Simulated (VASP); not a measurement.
Input of a VASP 6.6.1 run:

Contents of INCAR:

```
PREC     = Accurate       # precision mode
ENCUT    = 500            # plane-wave cutoff, eV
EDIFF    = 1E-6           # SCF threshold, eV
ISMEAR   = 0              # smearing method
SIGMA    = 0.01           # smearing width, eV
LREAL    = F              # projectors in reciprocal space
LASPH    = T              # aspherical terms in the spheres
NELM     = 120            # most SCF steps
ALGO     = Normal         # electronic algorithm
ISIF     = 2              # what is computed and relaxed
LWAVE    = F              # write WAVECAR
LCHARG   = F              # write CHGCAR
NBANDS   = 36             # bands
GGA_COMPAT= F
```

KPOINTS

```
regular mesh
0
Gamma
  10 6 6
```

Contents of POSCAR:

```
Si3Ge
1.0
   -3.8378726629      0.0000000000      0.0000000000
    0.0000000000     -0.0002932171     -6.3422572837
    0.0000000000     -6.6401037872     -0.0003072257
Ge Si
2 6
Direct
    0.0000000000     -0.0026900179      0.6707417781
    0.0000000000      0.1286900179      0.3292582219
    0.5000000000     -0.0017957305      0.1630719449
    0.5000000000      0.4985742492      0.8341942004
    0.0000000000      0.5056457186      0.3324130233
    0.0000000000      0.6203542814      0.6675869767
    0.5000000000      0.6274257508      0.1658057996
    0.5000000000      0.1277957305      0.8369280551
```

Potentials or basis: VASP PAW LDA potentials, release 64 (Ge_d, Si).

Launch:

```sh
$ cat potpaw_LDA.64/Ge_d/POTCAR potpaw_LDA.64/Si/POTCAR > POTCAR
$ mpirun -np 1 vasp_std > vasp.out
```

**Question.** What does it give for the pressure?

**Answer.** 0.1 GPa.

**Question.** Estimate the largest force.

**Answer.** 0.009 eV/Å.

**Question.** Estimate the band gap on the k mesh.

**Answer.** 0.09 eV (least direct gap 0.31 eV).

Forces in eV/Å, atoms in the order of the input:
```
Ge   0.000 -0.008  0.004
Ge   0.000  0.008 -0.004
Si   0.000  0.003  0.004
Si   0.000  0.001  0.000
Si   0.000  0.000 -0.004
Si   0.000  0.000  0.004
Si   0.000 -0.001  0.000
Si   0.000 -0.003 -0.004
```

A k mesh can miss the band edges.
